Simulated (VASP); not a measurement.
The system is Rh3N2.

```
CELL_PARAMETERS angstrom
3.04360 0.00000 0.00000
-1.52180 2.63583 0.00000
0.00000 0.00000 9.31121
ATOMIC_POSITIONS crystal
Rh 0.00000 0.00000 0.00000
Rh 0.33333 0.66667 0.76653
Rh 0.66667 0.33333 0.23347
N 0.33333 0.66667 0.30870
N 0.66667 0.33333 0.69130
```

| Property | Result |
| --- | --- |
| Program | VASP 6.6.1 |
| Task | relaxation of cell and atoms |
| Functional | PBE |
| Potentials or basis | VASP PAW PBE potentials, release 64 (Rh_pv, N) |
| Cutoff | 600 eV |
| k mesh | 12 × 12 × 4 |
| Occupations | gaussian, width 0.1 eV |
| Spin | no spin polarisation |

At the start: pressure -0.0 GPa; volume 14.94 Å³/atom.

**Question.** How do energy, volume and symmetry change on relaxing?

**Answer.** Over 7 steps the energy falls by 2.4 meV/atom and the volume is 14.95 Å³/atom (+0.1 %); space group P-3m1 (No. 164, to 0.1 Å) before and after.

The path:
```csv
step,energy change (eV),largest force (eV/Å),pressure (GPa),volume (Å³)
1,0.0000,0.3265,-0.03,74.70
2,-0.0077,0.1423,1.00,74.66
3,-0.0081,0.0572,0.81,74.67
4,-0.0091,0.0555,-1.32,75.44
5,-0.0106,0.0548,-0.40,75.10
6,-0.0118,0.0209,-0.15,74.91
7,-0.0121,0.0040,0.03,74.77
```

Final structure:
```
Rh N
1.0
     3.06214    0.00000    0.00000
    -1.53107    2.65189    0.00000
     0.00000    0.00000    9.20816
Rh N
3 2
Direct
  0.00000 0.00000 0.00000
  0.33333 0.66667 0.76515
  0.66667 0.33333 0.23485
  0.33333 0.66667 0.30676
  0.66667 0.33333 0.69324
```
